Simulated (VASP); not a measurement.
Wanted: the native input for a VASP 6.6.1 run.

* Task: single point
* Functional: PBEsol
* Potentials or basis: VASP PAW PBE potentials, release 64 (Pt)
* Cutoff: 520 eV
* k mesh: 12 × 12 × 6
* Occupations: fermi-dirac, width 0.15 eV
* Spin: no spin polarisation
* Dipole correction: no
* Further INCAR settings: ALGO = Normal; EDIFF = 1e-06; NBANDS = 17

The structure of Pt lies in POSCAR:

```
Pt
1.0
    2.7606700000      0.0000000000      0.0000000000
   -1.3803300000      2.3908100000      0.0000000000
    0.0000000000      0.0000000000      4.7921300000
Pt
2
Direct
    0.6666666667      0.3333333333      0.7500000000
    0.3333333333      0.6666666667      0.2500000000
```

These files were run (other wordings do the same):

INCAR

```
SYSTEM = Pt
PREC = Accurate ; ENCUT = 520
EDIFF = 1E-6 ; ISMEAR = -1
SIGMA = 0.15 ; LREAL = .False.
LASPH = .True. ; NELM = 100
ALGO = Normal ; ISIF = 2
LWAVE = .False. ; LCHARG = .True.
GGA = PS ; LELF = .True.
LVHAR = .True. ; NBANDS = 17
```

KPOINTS

```
regular mesh
0
Gamma
  12 12 6
  0 0 0
```

Potentials or basis: VASP PAW PBE potentials, release 64 (Pt).

The run is started by

```console
$ cat potpaw_PBE.64/Pt/POTCAR > POTCAR
$ mpirun -np 1 vasp_std > vasp.out
```

Results of the run:

```
Pressure               : -10.4 GPa
Band gap on the k mesh : zero (band 10 reaches 10.69 eV, above the bottom of band 11 at 9.39 eV)
```

Caveat: the PAW data sets were made with another functional, which shifts forces and pressure a little; spin-orbit coupling is left out, which moves the levels of the heavy elements.

Run time: 46 s on 1 thread of Intel Xeon 8259CL, with other jobs on the host, peak memory 0.17 GiB.
